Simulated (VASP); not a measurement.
# ScIr3C in VASP: a series of runs, part 2 of 2

VASP 6.6.1. The steps go on from the part before.

### 5 Single point, PBEsol

The input, INCAR:

```
SYSTEM = ScIr3C
PREC = Accurate ; ENCUT = 520
EDIFF = 1E-6 ; ISMEAR = -1
SIGMA = 0.1 ; LREAL = .FALSE.
LASPH = .TRUE. ; NELM = 60
ALGO = Normal ; ISIF = 2
LWAVE = .FALSE. ; LCHARG = .TRUE.
GGA = PS ; LELF = .TRUE.
LVHAR = .TRUE. ; NBANDS = 29
```

The input, KPOINTS:

```
Automatic mesh
0
G
  5 5 5
  0 0 0
```

The input, POSCAR:

```
ScIr3C
1.0
    4.6851360000      0.0000000000      0.0000000000
    0.0000000000      4.6851360000      0.0000000000
    0.0000000000      0.0000000000      4.6851360000
Sc Ir C
1 3 1
Direct
    0.0106720488      0.0000000000      0.0000000000
    0.5000000000      0.0000000000      0.0000000000
    0.0000000000      0.5000000000      0.0000000000
    0.0000000000      0.0000000000      0.5000000000
    0.5000000000      0.5000000000      0.5000000000
```

Potentials or basis: VASP PAW PBE potentials, release 64 (Sc_sv, Ir, C).

Launch:

```sh
> cat potpaw_PBE.64/Sc_sv/POTCAR potpaw_PBE.64/Ir/POTCAR potpaw_PBE.64/C/POTCAR > POTCAR
> mpirun -np 1 vasp_std > vasp.out
```

OUTCAR:

```text
SYSTEM = ScIr3C
   PREC = Accurate
   ENCUT = 520
   EDIFF = 1E-6
   ISMEAR = -1
   LREAL = .FALSE.
   LASPH = .TRUE.
   NELM = 60
   ISIF = 2
   GGA = PS

 ion  position               nearest neighbor table
   1  0.011  0.000  0.000-   2 2.29   3 2.34   4 2.34   4 2.34   3 2.34   2 2.39
   2  0.500  0.000  0.000-   1 2.29   1 2.39   3 3.31   4 3.31   4 3.31   3 3.31   3 3.31   4 3.31
                             4 3.31   3 3.31
   3  0.000  0.500  0.000-   1 2.34   1 2.34   4 3.31   4 3.31   2 3.31   2 3.31   4 3.31   4 3.31
                             2 3.31   2 3.31
   4  0.000  0.000  0.500-   1 2.34   1 2.34   3 3.31   2 3.31   2 3.31   3 3.31   3 3.31   3 3.31
                             2 3.31   2 3.31
   5  0.500  0.500  0.500-

  LATTYP: Found a simple cubic cell.
 ALAT       =     4.6851360000

  Lattice vectors:

 A1 = (   4.6851360000,   0.0000000000,   0.0000000000)
 A2 = (   0.0000000000,   4.6851360000,   0.0000000000)
 A3 = (   0.0000000000,   0.0000000000,   4.6851360000)

Analysis of symmetry for initial positions (statically):
=====================================================================
 Subroutine PRICEL returns:
 Original cell was already a primitive cell.

 Routine SETGRP: Setting up the symmetry group for a
 simple cubic supercell.

 Subroutine GETGRP returns: Found  8 space group operations
 (whereof  8 operations were pure point group operations)
 out of a pool of 48 trial point group operations.

The static configuration has the point symmetry C_4v.

Analysis of symmetry for dynamics (positions and initial velocities):
=====================================================================
 Subroutine PRICEL returns:
 Original cell was already a primitive cell.

 Routine SETGRP: Setting up the symmetry group for a
 simple cubic supercell.
[... 120 lines left out ...]
   EFERMI_NEDOS =   21; number of points for ismear=-14 and -15
   IALGO  =     38    algorithm
   IMIX   =      4    mixing-type and parameters
     AMIX     =   0.40;   BMIX     =  1.00
     AMIX_MAG =   1.60;   BMIX_MAG =  1.00
  volume/ion in A,a.u.               =      20.57       138.80
  Fermi-wavevector in a.u.,A,eV,Ry     =   1.214607  2.295274 20.072264  1.475270
  Thomas-Fermi vector in A             =   2.350021
   LORBIT       =      0    0 simple, 1 ext, 2 COOP (PROOUT), +10 PAW based schemes
   GGA     = PS    functional components
   LHFCALC =     F    Hartree Fock is set to
   AEXX    =    0.0000 exact exchange contribution
   IVDW    =     0    specifies the selected vdW correction
   LEPSILON=     F    determine dielectric tensor
   LRPA    =     F    only Hartree local field effects (RPA)
 non-spin polarized calculation
  energy-cutoff  :      520.00
  volume of cell :      102.84
 maximum number of plane-waves:      2789
 NGX is ok and might be reduce to    36
   NGX = 17   NGY = 17   NGZ = 17

 number of electron      41.9999989 magnetization

 Free energy of the ion-electron system (eV)
  ---------------------------------------------------
  ext. energy  EPLUGINS =         0.00000000
  ---------------------------------------------------
  free energy    TOTEN  =       -30.05634734 eV

  energy without entropy =      -29.82097027  energy(sigma->0) =      -29.93865881

 E-fermi :   3.0130     XC(G=0): -10.8190

 val. band max:        2.9223756527   @ k =   0.0000   0.2000   0.2000
 cond. band min:       3.0488639196   @ k =   0.2000   0.4000   0.2000
 fundamental gap:      0.1264882669
 Fermi energy:         3.0129780161

 k-point     1 :       0.0000    0.0000    0.0000
  band No.  band energies     occupation
      1     -44.0685      2.00000
      2     -22.9995      2.00000
      3     -22.9939      2.00000
      4     -22.9939      2.00000
      5      -5.9752      2.00000
      6      -1.6173      2.00000
[... 565 lines left out ...]
     28       5.6685      0.00000
     29       5.6761      0.00000

------------------------ aborting loop because EDIFF is reached ----------------------------------------

  FORCE on cell =-STRESS in cart. coord.  units (eV):
  Direction    XX          YY          ZZ          XY          YZ          ZX
  --------------------------------------------------------------------------------------
  -------------------------------------------------------------------------------------
  Total       -3.0248121     -3.2034264     -3.2034264     -0.0000000      0.0000000      0.0000000
  in kB      -47.1240248    -49.9066859    -49.9066859     -0.0000000      0.0000000      0.0000000
  external PRESSURE =     -48.9791322 kB  Pullay stress =       0.0000000 kB

 VOLUME and BASIS-vectors are now :
 -----------------------------------------------------------------------------
  energy-cutoff  :      520.00
  volume of cell :      102.84
      direct lattice vectors                 reciprocal lattice vectors
     4.685136000  0.000000000  0.000000000     0.213440976  0.000000000  0.000000000
     0.000000000  4.685136000  0.000000000     0.000000000  0.213440976  0.000000000
     0.000000000  0.000000000  4.685136000     0.000000000  0.000000000  0.213440976

 POSITION                                       TOTAL-FORCE (eV/Angst)
 -----------------------------------------------------------------------------------
      0.05000      0.00000      0.00000        -0.869339     -0.000000     -0.000000
      2.34257      0.00000      0.00000         1.115174     -0.000000      0.000000
      0.00000      2.34257      0.00000        -0.123759     -0.000000      0.000000
      0.00000      0.00000      2.34257        -0.123759     -0.000000      0.000000
      2.34257      2.34257      2.34257         0.001683      0.000000      0.000000
 -----------------------------------------------------------------------------------
    total drift:                               -0.000423      0.000000     -0.000000

  FREE ENERGIE OF THE ION-ELECTRON SYSTEM (eV)
  ---------------------------------------------------
  free  energy   TOTEN  =       -30.0563473402 eV

  energy  without entropy=      -29.8209702747  energy(sigma->0) =      -29.93865881
```

OSZICAR:

```text
N       E                     dE             d eps       ncg     rms          rms(c)
DAV:   1     0.425079053733E+03    0.42508E+03   -0.18174E+04  1044   0.142E+03
DAV:   2     0.127829586937E+02   -0.41230E+03   -0.39730E+03  1044   0.433E+02
DAV:   3    -0.283594162350E+02   -0.41142E+02   -0.37935E+02  1587   0.126E+02
DAV:   4    -0.313168144134E+02   -0.29574E+01   -0.28232E+01  1592   0.387E+01
DAV:   5    -0.314305251000E+02   -0.11371E+00   -0.11184E+00  1428   0.636E+00    0.230E+01
DAV:   6    -0.302621970633E+02    0.11683E+01   -0.45594E+00  1744   0.141E+01    0.116E+01
DAV:   7    -0.303235724989E+02   -0.61375E-01   -0.18758E+00  1715   0.108E+01    0.546E+00
DAV:   8    -0.301388472190E+02    0.18473E+00   -0.12878E+00  1759   0.626E+00    0.284E+00
DAV:   9    -0.300662912412E+02    0.72556E-01   -0.43777E-01  1804   0.435E+00    0.108E+00
DAV:  10    -0.300585730139E+02    0.77182E-02   -0.80195E-02  1553   0.208E+00    0.638E-01
DAV:  11    -0.300565659502E+02    0.20071E-02   -0.88789E-03  1694   0.691E-01    0.121E-01
DAV:  12    -0.300563457520E+02    0.22020E-03   -0.12138E-03  1492   0.214E-01    0.351E-02
DAV:  13    -0.300563445434E+02    0.12086E-05   -0.10465E-04  1234   0.740E-02    0.141E-02
DAV:  14    -0.300563468271E+02   -0.22837E-05   -0.12957E-05  1555   0.266E-02    0.408E-03
DAV:  15    -0.300563473402E+02   -0.51315E-06   -0.42391E-07   692   0.609E-03
   1 F= -.30056347E+02 E0= -.29938659E+02  d E =-.235377E+00
```

stdout:

```text
POSCAR found type information on POSCAR ScIrC
 POSCAR found :  3 types and       5 ions
 scaLAPACK will be used
 -----------------------------------------------------------------------------
|                                                                             |
|                                                                             |
|     You enforced a specific xc type in the INCAR file but a different       |
|     I HOPE YOU KNOW WHAT YOU ARE DOING!                                     |
|                                                                             |
 -----------------------------------------------------------------------------

 LDA part: xc-table for (Slater+PW92), standard interpolation
 POSCAR, INCAR and KPOINTS ok, starting setup
 FFT: planning ... GRIDC
 FFT: planning ... GRID_SOFT
 FFT: planning ... GRID
 WAVECAR not read
 entering main loop
```

Run time: 25 s. Hardware: 1 thread of Intel Xeon 6975P-C (Granite Rapids), shared host; peak memory 0.23 GiB.

Results:

```yaml
Free_energy: -30.0563 eV
Pressure: -4.9 GPa
Largest_force: 1.115 eV/Å
Band_gap_on_the_k_mesh: zero (band 21 reaches 3.29 eV, above the bottom of band 22 at 2.87 eV)
```

Forces on the atoms (eV/Å):
```
Sc  -0.869  0.000  0.000
Ir   1.115  0.000  0.000
Ir  -0.124  0.000  0.000
Ir  -0.124  0.000  0.000
C    0.002  0.000  0.000
```

Stress tensor (GPa, compression positive):
```
-4.71  0.00  0.00
 0.00 -4.99  0.00
 0.00  0.00 -4.99
```

Levels at points of the mesh, in eV from the Fermi level:
| k point | band 17 | band 18 | band 19 | band 20 | band 21 | band 22 | band 23 | band 24 | band 25 | band 26 |
| --- | --- | --- | --- | --- | --- | --- | --- | --- | --- | --- |
| (0.00, 0.00, 0.00) | -0.66 | -0.61 | -0.61 | -0.61 | 0.20 | 0.20 | 0.20 | 0.43 | 2.55 | 2.55 |

Caveat: the PAW data sets were made with another functional, which shifts forces and pressure a little; spin-orbit coupling is left out, which moves the levels of the heavy elements.

### 6 Single point, PBEsol

The input, INCAR:

```
SYSTEM = ScIr3C
PREC = Accurate
ENCUT = 520
EDIFF = 1E-6
ISMEAR = -1
SIGMA = 0.1
LREAL = .False.
LASPH = .True.
NELM = 80
ALGO = Normal
ISIF = 2
LWAVE = .False.
LCHARG = .True.
GGA = PS
LELF = .True.
LVHAR = .True.
NBANDS = 29
```

The input, KPOINTS:

```
Automatic mesh
0
Gamma
  5 5 5
  0 0 0
```

Changes to POSCAR since step 5:

```diff
@@ -8,3 +8,3 @@
 Direct
-    0.0106720488      0.0000000000      0.0000000000
+    0.0213440976      0.0000000000      0.0000000000
     0.5000000000      0.0000000000      0.0000000000
```

Potentials or basis: VASP PAW PBE potentials, release 64 (Sc_sv, Ir, C).

Launch:

```sh
> cat potpaw_PBE.64/Sc_sv/POTCAR potpaw_PBE.64/Ir/POTCAR potpaw_PBE.64/C/POTCAR > POTCAR
> mpirun -np 1 vasp_std > vasp.out
```

It took 27 s on 1 thread of Intel Xeon 6975P-C (Granite Rapids), shared host; peak memory 0.23 GiB.

The run converged. Its results:

* Free energy: -29.9907 eV
* Pressure: -4.7 GPa
* Largest force: 2.256 eV/Å
* Band gap on the k mesh: zero (band 21 reaches 3.29 eV, above the bottom of band 22 at 2.86 eV)

Forces in eV/Å, atoms in the order of the input:
```
Sc  -1.764  0.000  0.000
Ir   2.256  0.000  0.000
Ir  -0.248  0.000  0.000
Ir  -0.248  0.000  0.000
C    0.004  0.000  0.000
```

Stress tensor (GPa, compression positive):
```
-3.93  0.00  0.00
 0.00 -5.04  0.00
 0.00  0.00 -5.04
```

Levels at points of the mesh, in eV from the Fermi level:
| k point | band 19 | band 20 | band 21 | band 22 | band 23 | band 24 |
| --- | --- | --- | --- | --- | --- | --- |
| (0.00, 0.00, 0.00) | -0.61 | -0.60 | 0.19 | 0.19 | 0.21 | 0.43 |

Caveat: the PAW data sets were made with another functional, which shifts forces and pressure a little; spin-orbit coupling is left out, which moves the levels of the heavy elements.
